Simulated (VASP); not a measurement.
# Sn (R-3m) in VASP: notebook

Runs on Sn. Level: PBE. Tasks: single point.

Everything below comes from runs of VASP 6.6.1. Logs are shortened: lines on timing, memory, paths and dates and some standing lists are left out, and cuts for length are marked.

### Step 1. The cell of the first run

The structure is trigonal, space group R-3m (No. 166). Conventional cell: a = 8.495 Å, b = 8.495 Å, c = 21.732 Å, α = 90.00°, β = 90.00°, γ = 120.00°. Within 3.8 Å of Sn (site symmetry m) lie 6 Sn at 2.89 to 3.12 Å. Sn (site symmetry m) has 7 Sn at 3.08 to 3.48 Å within 4.1 Å.

### Step 2. Single point, PBE

INCAR

```
ALGO = Normal
EDIFF = 1E-6
ENCUT = 520
GGA = PE
ISIF = 2
ISMEAR = 0
LASPH = T
LCHARG = F
LREAL = F
LWAVE = F
NBANDS = 96
NELM = 100
PREC = Accurate
SIGMA = 0.1
```

KPOINTS

```
k-points
0
Gamma
  3 3 3
```

POSCAR

```
Sn
1.0
    4.2476406151      2.4523764526      7.2439354881
   -4.2476406151      2.4523764526      7.2439354881
    0.0000000000     -4.9047529050      7.2439354881
Sn
12
Direct
    0.0101900000      0.6536100000      0.0101900000
    0.0101900000      0.0101900000      0.6536100000
    0.6536100000      0.0101900000      0.0101900000
    0.9898100000      0.3463900000      0.9898100000
    0.3463900000      0.9898100000      0.9898100000
    0.9898100000      0.9898100000      0.3463900000
    0.2211800000      0.6306000000      0.2211800000
    0.2211800000      0.2211800000      0.6306000000
    0.6306000000      0.2211800000      0.2211800000
    0.7788200000      0.3694000000      0.7788200000
    0.3694000000      0.7788200000      0.7788200000
    0.7788200000      0.7788200000      0.3694000000
```

Potentials or basis: VASP PAW PBE potentials, release 64 (Sn_d).

Command:

```
$ cat potpaw_PBE.64/Sn_d/POTCAR > POTCAR
$ mpirun -np 1 vasp_std > vasp.out
```

OUTCAR:

```text
EDIFF = 1E-6
   ENCUT = 520
   GGA = PE
   ISIF = 2
   ISMEAR = 0
   LASPH = T
   LREAL = F
   NELM = 100
   PREC = Accurate

 ion  position               nearest neighbor table
   1  0.010  0.654  0.010-   4 2.89   2 3.03   3 3.03   7 3.11  12 3.12  11 3.12
   2  0.010  0.010  0.654-   6 2.89   3 3.03   1 3.03   8 3.11  10 3.12  11 3.12
   3  0.654  0.010  0.010-   5 2.89   2 3.03   1 3.03   9 3.11  12 3.12  10 3.12
   4  0.990  0.346  0.990-   1 2.89   6 3.03   5 3.03  10 3.11   8 3.12   9 3.12
   5  0.346  0.990  0.990-   3 2.89   6 3.03   4 3.03  11 3.11   8 3.12   7 3.12
   6  0.990  0.990  0.346-   2 2.89   4 3.03   5 3.03  12 3.11   9 3.12   7 3.12
   7  0.221  0.631  0.221-  11 3.08  12 3.08   1 3.11   6 3.12   5 3.12   8 3.48   9 3.48
   8  0.221  0.221  0.631-  10 3.08  11 3.08   2 3.11   4 3.12   5 3.12   7 3.48   9 3.48
   9  0.631  0.221  0.221-  10 3.08  12 3.08   3 3.11   6 3.12   4 3.12   8 3.48   7 3.48
  10  0.779  0.369  0.779-   9 3.08   8 3.08   4 3.11   2 3.12   3 3.12  12 3.48  11 3.48
  11  0.369  0.779  0.779-   7 3.08   8 3.08   5 3.11   2 3.12   1 3.12  12 3.48  10 3.48
  12  0.779  0.779  0.369-   7 3.08   9 3.08   6 3.11   3 3.12   1 3.12  10 3.48  11 3.48

  LATTYP: Found a trigonal (rhomboedric) cell.
 ALAT       =     8.7482113838
 COS(alpha) =     0.5284942553

  Lattice vectors:

 A1 = (   4.2476406151,   2.4523764526,   7.2439354881)
 A2 = (  -4.2476406151,   2.4523764526,   7.2439354881)
 A3 = (   0.0000000000,  -4.9047529050,   7.2439354881)

Analysis of symmetry for initial positions (statically):
=====================================================================
 Subroutine PRICEL returns:
 Original cell was already a primitive cell.

 Routine SETGRP: Setting up the symmetry group for a
 trigonal (rhombohedral) supercell.

 Subroutine GETGRP returns: Found 12 space group operations
 (whereof 12 operations were pure point group operations)
 out of a pool of 12 trial point group operations.

The static configuration has the point symmetry D_3d.

Analysis of symmetry for dynamics (positions and initial velocities):
=====================================================================
 Subroutine PRICEL returns:
 Original cell was already a primitive cell.

 Routine SETGRP: Setting up the symmetry group for a
 trigonal (rhombohedral) supercell.

 Subroutine GETGRP returns: Found 12 space group operations
 (whereof 12 operations were pure point group operations)
 out of a pool of 12 trial point group operations.

The dynamic configuration has the point symmetry D_3d.

 Subroutine INISYM returns: Found 12 space group operations
 (whereof 12 operations are pure point group operations),
 and found     1 'primitive' translations

----------------------------------------------------------------------------------------

                                     Primitive cell

  volume of cell :     452.7524

  direct lattice vectors                    reciprocal lattice vectors
     4.247640615  2.452376453  7.243935488     0.117712407  0.067961290  0.046015503
    -4.247640615  2.452376453  7.243935488    -0.117712407  0.067961290  0.046015503
     0.000000000 -4.904752905  7.243935488     0.000000000 -0.135922579  0.046015503

  length of vectors
     8.748211384  8.748211384  8.748211384     0.143500432  0.143500432  0.143500432

  position of ions in fractional coordinates (direct lattice)
     0.010190000  0.653610000  0.010190000
     0.010190000  0.010190000  0.653610000
     0.653610000  0.010190000  0.010190000
     0.989810000  0.346390000  0.989810000
     0.346390000  0.989810000  0.989810000
     0.989810000  0.989810000  0.346390000
     0.221180000  0.630600000  0.221180000
     0.221180000  0.221180000  0.630600000
     0.630600000  0.221180000  0.221180000
     0.778820000  0.369400000  0.778820000
     0.369400000  0.778820000  0.778820000
     0.778820000  0.778820000  0.369400000

  ion indices of the primitive-cell ions
   primitive index   ion index
                 1           1
                 2           2
                 3           3
                 4           4
                 5           5
                 6           6
                 7           7
                 8           8
                 9           9
                10          10
                11          11
                12          12

----------------------------------------------------------------------------------------

 KPOINTS: k-points

Automatic generation of k-mesh.
 Grid dimensions read from file:
 generate k-points for:    3    3    3

 Generating k-lattice:

  Cartesian coordinates                     Fractional coordinates (reciprocal lattice)
     0.039237469  0.022653763  0.015338501     0.333333333  0.000000000  0.000000000
    -0.039237469  0.022653763  0.015338501     0.000000000  0.333333333  0.000000000
     0.000000000 -0.045307526  0.015338501     0.000000000  0.000000000  0.333333333

  Length of vectors
     0.047833477  0.047833477  0.047833477

  Shift w.r.t. Gamma in fractional coordinates (k-lattice)
     0.000000000  0.000000000  0.000000000

 Subroutine IBZKPT returns following result:
 ===========================================

 Found      6 irreducible k-points:

 Following reciprocal coordinates:
            Coordinates               Weight
  0.000000  0.000000  0.000000      1.000000
  0.333333  0.000000  0.000000      6.000000
  0.333333  0.333333  0.000000      6.000000
 -0.333333  0.333333  0.000000      6.000000
  0.333333  0.333333  0.333333      2.000000
 -0.333333  0.333333  0.333333      6.000000
   k-points           NKPTS =      6   k-points in BZ     NKDIM =      6   number of bands    NBANDS=     96
   number of dos      NEDOS =    301   number of ions     NIONS =     12
   total plane-waves  NPLWV = 343000
   dimension x,y,z NGX =    70 NGY =   70 NGZ =   70
   dimension x,y,z NGXF=   140 NGYF=  140 NGZF=  140
   ions per type =              12
   NGX,Y,Z   is equivalent  to a cutoff of  13.30, 13.30, 13.30 a.u.
   NGXF,Y,Z  is equivalent  to a cutoff of  26.60, 26.60, 26.60 a.u.
 SYSTEM =  unknown system
   PREC   = accura    normal or accurate (medium, high low for compatibility)
   ISTART =      0    job   : 0-new  1-cont  2-samecut
   ICHARG =      2    charge: 1-file 2-atom 10-const
   ISPIN  =      1    spin polarized calculation?
   LNONCOLLINEAR =      F non collinear calculations
   LSORBIT =      F    spin-orbit coupling
   LASPH  =      T    aspherical Exc in radial PAW
   ENCUT  =  520.0 eV  38.22 Ry    6.18 a.u.  16.27 16.27 16.27*2*pi/ulx,y,z
   NELM   =    100;   NELMIN=  2; NELMDL= -5     # of ELM steps
   EDIFF  = 0.1E-05   stopping-criterion for ELM
   LREAL  =      F    real-space projection
   EDIFFG = 0.1E-04   stopping-criterion for IOM
   NSW    =      0    number of steps for IOM
   IBRION =     -1    ionic relax: 0-MD 1-quasi-New 2-CG
   NFREE  =      0    steps in history (QN), initial steepest desc. (CG)
   ISIF   =      2    stress and relaxation
   ISYM   =      2    0-nonsym 1-usesym 2-fastsym
   POTIM  = 0.5000    time-step for ionic-motion
   TEBEG  =    0.0;   TEEND  =   0.0 temperature during run
   PSTRESS=    0.0 pullay stress
   NELECT =     168.0000    total number of electrons
   NUPDOWN=      -1.0000    fix difference up-down
   EMIN   =  10.00;   EMAX   =-10.00  energy-range for DOS
   EFERMI =   0.00;   METHOD = LEGACY
   ISMEAR =     0;   SIGMA  =   0.10  broadening in eV -4-tet -1-fermi 0-gaus
   EFERMI_NEDOS =   21; number of points for ismear=-14 and -15
   IALGO  =     38    algorithm
   IMIX   =      4    mixing-type and parameters
     AMIX     =   0.40;   BMIX     =  1.00
     AMIX_MAG =   1.60;   BMIX_MAG =  1.00
  volume/ion in A,a.u.               =      37.73       254.61
  Fermi-wavevector in a.u.,A,eV,Ry     =   1.176407  2.223087 18.829565  1.383934
  Thomas-Fermi vector in A             =   2.312772
   LORBIT       =      0    0 simple, 1 ext, 2 COOP (PROOUT), +10 PAW based schemes
   GGA     = PE    functional components
   LHFCALC =     F    Hartree Fock is set to
   AEXX    =    0.0000 exact exchange contribution
   IVDW    =     0    specifies the selected vdW correction
   LEPSILON=     F    determine dielectric tensor
   LRPA    =     F    only Hartree local field effects (RPA)
 non-spin polarized calculation
 Gauss-broadening in eV      SIGMA  =   0.10
  energy-cutoff  :      520.00
  volume of cell :      452.75
 maximum number of plane-waves:     12202
 NGX is ok and might be reduce to    70
   NGX = 33   NGY = 33   NGZ = 33

 number of electron     168.0000009 magnetization

 Free energy of the ion-electron system (eV)
  ---------------------------------------------------
  ext. energy  EPLUGINS =         0.00000000
  ---------------------------------------------------
  free energy    TOTEN  =       -43.20864463 eV

  energy without entropy =      -43.17655452  energy(sigma->0) =      -43.19259957

 E-fermi :   4.9598     XC(G=0):  -8.3971

 val. band max:        4.9443469649   @ k =   0.3333   0.3333   0.3333
 cond. band min:       4.9984000062   @ k =  -0.3333   0.3333   0.0000
 fundamental gap:      0.0540530413
 Fermi energy:         4.9597751918

 k-point     1 :       0.0000    0.0000    0.0000
  band No.  band energies     occupation
      1     -16.9455      2.00000
      2     -16.9225      2.00000
      3     -16.8990      2.00000
      4     -16.8990      2.00000
      5     -16.8906      2.00000
      6     -16.8906      2.00000
[... 88 lines left out ...]
     95       7.3044      0.00000
     96       7.3668      0.00000

 k-point     2 :       0.3333    0.0000    0.0000
  band No.  band energies     occupation
      1     -16.9345      2.00000
      2     -16.9146      2.00000
      3     -16.9053      2.00000
      4     -16.8907      2.00000
      5     -16.8907      2.00000
      6     -16.8868      2.00000
[... 484 lines left out ...]
     95       7.6092      0.00000
     96       7.8613      0.00000

------------------------ aborting loop because EDIFF is reached ----------------------------------------

  FORCE on cell =-STRESS in cart. coord.  units (eV):
  Direction    XX          YY          ZZ          XY          YZ          ZX
  --------------------------------------------------------------------------------------
  -------------------------------------------------------------------------------------
  Total        5.0731522      5.0731522     11.0201004      0.0000000      0.0000000      0.0000000
  in kB       17.9526163     17.9526163     38.9973778      0.0000000      0.0000000      0.0000000
  external PRESSURE =      24.9675368 kB  Pullay stress =       0.0000000 kB

 VOLUME and BASIS-vectors are now :
 -----------------------------------------------------------------------------
  energy-cutoff  :      520.00
  volume of cell :      452.75
      direct lattice vectors                 reciprocal lattice vectors
     4.247640615  2.452376453  7.243935488     0.117712407  0.067961290  0.046015503
    -4.247640615  2.452376453  7.243935488    -0.117712407  0.067961290  0.046015503
     0.000000000 -4.904752905  7.243935488     0.000000000 -0.135922579  0.046015503

 POSITION                                       TOTAL-FORCE (eV/Angst)
 -----------------------------------------------------------------------------------
     -2.73302      1.57791      4.88234         0.119162     -0.068798      0.154207
      0.00000     -3.15582      4.88234         0.000000      0.137597      0.154207
      2.73302      1.57791      4.88234        -0.119162     -0.068798      0.154207
      2.73302     -1.57791     16.84947        -0.119162      0.068798     -0.154207
     -2.73302     -1.57791     16.84947         0.119162      0.068798     -0.154207
      0.00000      3.15582     16.84947         0.000000     -0.137597     -0.154207
     -1.73907      1.00405      7.77245         0.656582     -0.379078      0.166952
      0.00000     -2.00810      7.77245         0.000000      0.758155      0.166952
      1.73907      1.00405      7.77245        -0.656582     -0.379078      0.166952
      1.73907     -1.00405     13.95935        -0.656582      0.379078     -0.166952
     -1.73907     -1.00405     13.95935         0.656582      0.379078     -0.166952
      0.00000      2.00810     13.95935         0.000000     -0.758155     -0.166952
 -----------------------------------------------------------------------------------
    total drift:                               -0.000000     -0.000000      0.000000

  FREE ENERGIE OF THE ION-ELECTRON SYSTEM (eV)
  ---------------------------------------------------
  free  energy   TOTEN  =       -43.2086446279 eV

  energy  without entropy=      -43.1765545195  energy(sigma->0) =      -43.19259957
```

Run time: 7.7 min. Hardware: 1 thread of Intel Xeon Platinum 8375C at 2.90GHz (Ice Lake), shared host; peak memory 0.7 GiB.

What came out:

| Quantity | Value |
| --- | --- |
| Free energy | -43.2086 eV |
| Pressure | 2.5 GPa |
| Largest force | 0.776 eV/Å |
| Band gap on the k mesh | zero (band 84 reaches 5.19 eV, above the bottom of band 85 at 4.78 eV) |

Forces in eV/Å, atoms in the order of the input:
```
Sn   0.119 -0.069  0.154
Sn   0.000  0.138  0.154
Sn  -0.119 -0.069  0.154
Sn  -0.119  0.069 -0.154
Sn   0.119  0.069 -0.154
Sn   0.000 -0.138 -0.154
Sn   0.657 -0.379  0.167
Sn   0.000  0.758  0.167
Sn  -0.657 -0.379  0.167
Sn  -0.657  0.379 -0.167
Sn   0.657  0.379 -0.167
Sn   0.000 -0.758 -0.167
```

Caveat: spin-orbit coupling is left out, which moves the levels of the heavy elements.

### Step 3. Single point, PBE

This run uses another cell than the first one, of 38.69 Å³/atom, 1.026 times its volume.

INCAR

```
SYSTEM = Sn
PREC = Accurate
ENCUT = 520
EDIFF = 1E-6
ISMEAR = 0
SIGMA = 0.1
LREAL = .False.
LASPH = .True.
NELM = 100
ALGO = Normal
ISIF = 2
LWAVE = .False.
LCHARG = .False.
GGA = PE
NBANDS = 96
```

KPOINTS

```
Automatic mesh
0
Gamma
  3 3 3
  0 0 0
```

POSCAR

```
Sn
1.0
    4.1754826580      2.4107160367      7.6877184589
   -4.1754826580      2.4107160367      7.6877184589
    0.0000000000     -4.8214320732      7.6877184589
Sn
12
Direct
    0.0229162584      0.6437524050      0.0229162584
    0.0229162584      0.0229162584      0.6437524050
    0.6437524050      0.0229162584      0.0229162584
    0.9770837416      0.3562475950      0.9770837416
    0.3562475950      0.9770837416      0.9770837416
    0.9770837416      0.9770837416      0.3562475950
    0.2332624568      0.6146511557      0.2332624568
    0.2332624568      0.2332624568      0.6146511557
    0.6146511557      0.2332624568      0.2332624568
    0.7667375432      0.3853488443      0.7667375432
    0.3853488443      0.7667375432      0.7667375432
    0.7667375432      0.7667375432      0.3853488443
```

Potentials or basis: VASP PAW PBE potentials, release 64 (Sn_d).

Command:

```
$ cat potpaw_PBE.64/Sn_d/POTCAR > POTCAR
$ mpirun -np 1 vasp_std > vasp.out
```

It took 8 min on 1 thread of Intel Xeon Platinum 8375C at 2.90GHz (Ice Lake), shared host; peak memory 0.75 GiB.

The run converged. Its results:

* Free energy: -43.9298 eV
* Pressure: 0.0 GPa
* Largest force: 0.044 eV/Å
* Band gap on the k mesh: zero (band 84 reaches 4.91 eV, above the bottom of band 85 at 4.49 eV)

Forces in eV/Å, atoms in the order of the input:
```
Sn   0.008 -0.004 -0.043
Sn   0.000  0.009 -0.043
Sn  -0.008 -0.004 -0.043
Sn  -0.008  0.004  0.043
Sn   0.008  0.004  0.043
Sn   0.000 -0.009  0.043
Sn   0.002 -0.001  0.032
Sn   0.000  0.002  0.032
Sn  -0.002 -0.001  0.032
Sn  -0.002  0.001 -0.032
Sn   0.002  0.001 -0.032
Sn   0.000 -0.002 -0.032
```

Levels at points of the mesh, in eV from the Fermi level:
```
           k point  band 80  band 81  band 82  band 83  band 84  band 85  band 86  band 87  band 88  band 89
(0.00, 0.00, 0.00)    -0.97    -0.29     0.09     0.09     0.27     0.27     0.38     0.50     0.50     1.29
```

Caveat: spin-orbit coupling is left out, which moves the levels of the heavy elements.
